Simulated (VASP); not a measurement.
# Re (Pm-3m) in VASP: a series of runs

The runs below take Re through single point, relaxation of cell and atoms, with PBE.

Everything below comes from runs of VASP 6.6.1. Logs are shortened: lines on timing, memory, paths and dates and some standing lists are left out, and cuts for length are marked.

### Step 1. The cell of the first run

Symmetry: Pm-3m, No. 221, cubic system. The conventional cell has a = 2.680 Å, b = 2.680 Å, c = 2.680 Å, α = 90.00°, β = 90.00°, γ = 90.00°. Re (site symmetry m-3m) has 6 Re at 2.68 Å within 3.5 Å.

### Step 2. Single point, PBE (volume scaled by 1.12)

File INCAR:

```
ALGO = Normal
EDIFF = 1E-6
ENCUT = 520
GGA = PE
ISIF = 2
ISMEAR = -1
LASPH = T
LCHARG = T
LELF = T
LREAL = F
LVHAR = T
LWAVE = F
NBANDS = 10
NELM = 60
PREC = Accurate
SIGMA = 0.1
```

File KPOINTS:

```
k-points
0
Gamma
  14 14 14
```

File POSCAR:

```
Re
1.0
    2.6798395178      0.0000000000      0.0000000000
    0.0000000000      2.6798395178      0.0000000000
    0.0000000000      0.0000000000      2.6798395178
Re
1
Direct
    0.0000000000      0.0000000000      0.0000000000
```

Potentials or basis: VASP PAW PBE potentials, release 64 (Re).

Launch:

```sh
cat potpaw_PBE.64/Re/POTCAR > POTCAR
mpirun -np 1 vasp_std > vasp.out
```

OUTCAR:

```text
EDIFF = 1E-6
   ENCUT = 520
   GGA = PE
   ISIF = 2
   ISMEAR = -1
   LASPH = T
   LREAL = F
   NELM = 60
   PREC = Accurate

 ion  position               nearest neighbor table
   1  0.000  0.000  0.000-

  LATTYP: Found a simple cubic cell.
 ALAT       =     2.6798395178

  Lattice vectors:

 A1 = (   2.6798395178,   0.0000000000,   0.0000000000)
 A2 = (   0.0000000000,   2.6798395178,   0.0000000000)
 A3 = (   0.0000000000,   0.0000000000,   2.6798395178)

Analysis of symmetry for initial positions (statically):
=====================================================================
 Subroutine PRICEL returns:
 Original cell was already a primitive cell.

 Routine SETGRP: Setting up the symmetry group for a
 simple cubic supercell.

 Subroutine GETGRP returns: Found 48 space group operations
 (whereof 48 operations were pure point group operations)
 out of a pool of 48 trial point group operations.

The static configuration has the point symmetry O_h .

Analysis of symmetry for dynamics (positions and initial velocities):
=====================================================================
 Subroutine PRICEL returns:
 Original cell was already a primitive cell.

 Routine SETGRP: Setting up the symmetry group for a
 simple cubic supercell.

 Subroutine GETGRP returns: Found 48 space group operations
 (whereof 48 operations were pure point group operations)
 out of a pool of 48 trial point group operations.

The dynamic configuration has the point symmetry O_h .

 Subroutine INISYM returns: Found 48 space group operations
 (whereof 48 operations are pure point group operations),
 and found     1 'primitive' translations

----------------------------------------------------------------------------------------

                                     Primitive cell

  volume of cell :      19.2454

  direct lattice vectors                    reciprocal lattice vectors
     2.679839518  0.000000000  0.000000000     0.373156674  0.000000000  0.000000000
     0.000000000  2.679839518  0.000000000     0.000000000  0.373156674  0.000000000
     0.000000000  0.000000000  2.679839518     0.000000000  0.000000000  0.373156674

  length of vectors
     2.679839518  2.679839518  2.679839518     0.373156674  0.373156674  0.373156674

  position of ions in fractional coordinates (direct lattice)
     0.000000000  0.000000000  0.000000000

  ion indices of the primitive-cell ions
   primitive index   ion index
                 1           1

----------------------------------------------------------------------------------------

 KPOINTS: k-points

Automatic generation of k-mesh.
 Grid dimensions read from file:
 generate k-points for:   14   14   14

 Generating k-lattice:

  Cartesian coordinates                     Fractional coordinates (reciprocal lattice)
     0.026654048  0.000000000  0.000000000     0.071428571  0.000000000  0.000000000
     0.000000000  0.026654048  0.000000000     0.000000000  0.071428571  0.000000000
     0.000000000  0.000000000  0.026654048     0.000000000  0.000000000  0.071428571

  Length of vectors
     0.026654048  0.026654048  0.026654048

  Shift w.r.t. Gamma in fractional coordinates (k-lattice)
     0.000000000  0.000000000  0.000000000

 Subroutine IBZKPT returns following result:
 ===========================================

 Found    120 irreducible k-points:

 Following reciprocal coordinates:
            Coordinates               Weight
  0.000000  0.000000  0.000000      1.000000
  0.071429  0.000000  0.000000      6.000000
  0.142857  0.000000  0.000000      6.000000
  0.214286  0.000000  0.000000      6.000000
  0.285714  0.000000  0.000000      6.000000
  0.357143  0.000000  0.000000      6.000000
[... 16 lines left out ...]
  0.285714  0.214286  0.000000     24.000000
  0.357143  0.214286  0.000000     24.000000
 [... further k-points ...]
   k-points           NKPTS =    120   k-points in BZ     NKDIM =    120   number of bands    NBANDS=     10
   number of dos      NEDOS =    301   number of ions     NIONS =      1
   total plane-waves  NPLWV =   8000
   dimension x,y,z NGX =    20 NGY =   20 NGZ =   20
   dimension x,y,z NGXF=    40 NGYF=   40 NGZF=   40
   ions per type =               1
   NGX,Y,Z   is equivalent  to a cutoff of  12.41, 12.41, 12.41 a.u.
   NGXF,Y,Z  is equivalent  to a cutoff of  24.81, 24.81, 24.81 a.u.
 SYSTEM =  unknown system
   PREC   = accura    normal or accurate (medium, high low for compatibility)
   ISTART =      0    job   : 0-new  1-cont  2-samecut
   ICHARG =      2    charge: 1-file 2-atom 10-const
   ISPIN  =      1    spin polarized calculation?
   LNONCOLLINEAR =      F non collinear calculations
   LSORBIT =      F    spin-orbit coupling
   LASPH  =      T    aspherical Exc in radial PAW
   ENCUT  =  520.0 eV  38.22 Ry    6.18 a.u.   4.98  4.98  4.98*2*pi/ulx,y,z
   NELM   =     60;   NELMIN=  2; NELMDL= -5     # of ELM steps
   EDIFF  = 0.1E-05   stopping-criterion for ELM
   LREAL  =      F    real-space projection
   EDIFFG = 0.1E-04   stopping-criterion for IOM
   NSW    =      0    number of steps for IOM
   IBRION =     -1    ionic relax: 0-MD 1-quasi-New 2-CG
   NFREE  =      0    steps in history (QN), initial steepest desc. (CG)
   ISIF   =      2    stress and relaxation
   ISYM   =      2    0-nonsym 1-usesym 2-fastsym
   POTIM  = 0.5000    time-step for ionic-motion
   TEBEG  =    0.0;   TEEND  =   0.0 temperature during run
   PSTRESS=    0.0 pullay stress
   NELECT =       7.0000    total number of electrons
   NUPDOWN=      -1.0000    fix difference up-down
   EMIN   =  10.00;   EMAX   =-10.00  energy-range for DOS
   EFERMI =   0.00;   METHOD = LEGACY
   ISMEAR =    -1;   SIGMA  =   0.10  broadening in eV -4-tet -1-fermi 0-gaus
   EFERMI_NEDOS =   21; number of points for ismear=-14 and -15
   IALGO  =     38    algorithm
   IMIX   =      4    mixing-type and parameters
     AMIX     =   0.40;   BMIX     =  1.00
     AMIX_MAG =   1.60;   BMIX_MAG =  1.00
  volume/ion in A,a.u.               =      19.25       129.87
  Fermi-wavevector in a.u.,A,eV,Ry     =   1.168599  2.208331 18.580427  1.365623
  Thomas-Fermi vector in A             =   2.305083
   LORBIT       =      0    0 simple, 1 ext, 2 COOP (PROOUT), +10 PAW based schemes
   GGA     = PE    functional components
   LHFCALC =     F    Hartree Fock is set to
   AEXX    =    0.0000 exact exchange contribution
   IVDW    =     0    specifies the selected vdW correction
   LEPSILON=     F    determine dielectric tensor
   LRPA    =     F    only Hartree local field effects (RPA)
 non-spin polarized calculation
  energy-cutoff  :      520.00
  volume of cell :       19.25
 maximum number of plane-waves:       552
 NGX is ok and might be reduce to    20
   NGX =  9   NGY =  9   NGZ =  9

 number of electron       6.9999998 magnetization

 Free energy of the ion-electron system (eV)
  ---------------------------------------------------
  ext. energy  EPLUGINS =         0.00000000
  ---------------------------------------------------
  free energy    TOTEN  =       -10.90590645 eV

  energy without entropy =      -10.85940988  energy(sigma->0) =      -10.88265816

 E-fermi :   5.4198     XC(G=0): -12.1367

 val. band max:        5.4158423705   @ k =   0.4286   0.0000   0.0000
 cond. band min:       5.4381518896   @ k =   0.4286   0.4286   0.0714
 fundamental gap:      0.0223095192
 Fermi energy:         5.4198214744

 k-point     1 :       0.0000    0.0000    0.0000
  band No.  band energies     occupation
      1      -3.0303      2.00000
      2       0.7856      2.00000
      3       0.7856      2.00000
      4       8.2534      0.00000
      5       8.2534      0.00000
      6       8.2535      0.00000
      7      19.7410      0.00000
      8      19.7410      0.00000
      9      19.7410      0.00000
     10      25.1687      0.00000

 k-point     2 :       0.0714    0.0000    0.0000
  band No.  band energies     occupation
      1      -2.8813      2.00000
      2       0.8206      2.00000
      3       0.9316      2.00000
      4       8.0562      0.00000
      5       8.0562      0.00000
      6       8.2680      0.00000
      7      18.8377      0.00000
      8      20.0426      0.00000
      9      20.0426      0.00000
     10      25.8089      0.00000

 k-point     3 :       0.1429    0.0000    0.0000
  band No.  band energies     occupation
      1      -2.4657      2.00000
      2       0.9203      2.00000
      3       1.3676      2.00000
      4       7.5469      0.00000
      5       7.5469      0.00000
      6       8.3089      0.00000
      7      17.0899      0.00000
      8      20.8553      0.00000
      9      20.8553      0.00000
     10      25.3280      0.00000

 k-point     4 :       0.2143    0.0000    0.0000
  band No.  band energies     occupation
      1      -1.8673      2.00000
      2       1.0689      2.00000
      3       2.0700      2.00000
      4       6.8969      0.00000
      5       6.8969      0.00000
      6       8.3686      0.00000
      7      15.3333      0.00000
      8      21.9805      0.00000
      9      21.9805      0.00000
     10      23.6110      0.00000
[... 222 lines left out ...]
 k-point    22 :       0.2143    0.2143    0.0000
  band No.  band energies     occupation
      1      -0.7379      2.00000
      2       1.8304      2.00000
      3       2.8311      2.00000
      4       5.4714      0.74750
      5       6.9201      0.00000
      6       7.2320      0.00000
      7      16.9298      0.00000
      8      17.3075      0.00000
      9      23.9046      0.00000
     10      24.3441      0.00000

 k-point    23 :       0.2857    0.2143    0.0000
  band No.  band energies     occupation
      1      -0.1389      2.00000
      2       2.0257      2.00000
      3       3.4308      2.00000
      4       5.2459      1.70114
      5       6.4306      0.00008
      6       7.2072      0.00000
      7      15.3504      0.00000
      8      18.1283      0.00000
      9      23.2686      0.00000
     10      25.6576      0.00000

 k-point    24 :       0.3571    0.2143    0.0000
  band No.  band energies     occupation
      1       0.4185      2.00000
      2       2.0896      2.00000
      3       3.4437      2.00000
      4       5.9456      0.01036
      5       6.0274      0.00459
      6       7.2819      0.00000
      7      13.8937      0.00000
      8      19.1166      0.00000
      9      22.5171      0.00000
     10      26.3533      0.00000

 [... further k-points ...]
[... 5 lines left out ...]
  --------------------------------------------------------------------------------------
  -------------------------------------------------------------------------------------
  Total       -2.8949379     -2.8949379     -2.8949379     -0.0000000      0.0000000      0.0000000
  in kB     -241.0035706   -241.0035706   -241.0035706     -0.0000000      0.0000000      0.0000000
  external PRESSURE =    -241.0035706 kB  Pullay stress =       0.0000000 kB

 VOLUME and BASIS-vectors are now :
 -----------------------------------------------------------------------------
  energy-cutoff  :      520.00
  volume of cell :       19.25
      direct lattice vectors                 reciprocal lattice vectors
     2.679839518  0.000000000  0.000000000     0.373156674  0.000000000  0.000000000
     0.000000000  2.679839518  0.000000000     0.000000000  0.373156674  0.000000000
     0.000000000  0.000000000  2.679839518     0.000000000  0.000000000  0.373156674

 POSITION                                       TOTAL-FORCE (eV/Angst)
 -----------------------------------------------------------------------------------
      0.00000      0.00000      0.00000         0.000000      0.000000      0.000000
 -----------------------------------------------------------------------------------
    total drift:                                0.000000      0.000000      0.000000

  FREE ENERGIE OF THE ION-ELECTRON SYSTEM (eV)
  ---------------------------------------------------
  free  energy   TOTEN  =       -10.9059064499 eV

  energy  without entropy=      -10.8594098793  energy(sigma->0) =      -10.88265816
```

Wall time 15 s (1 thread of Intel Xeon Platinum 8259CL at 2.50GHz (Skylake/Cascade Lake), shared host); peak memory 0.14 GiB.

What came out:

* Free energy: -10.9059 eV
* Pressure: -24.1 GPa

Caveat: spin-orbit coupling is left out, which moves the levels of the heavy elements.

(Continued in part 2 of 2.)
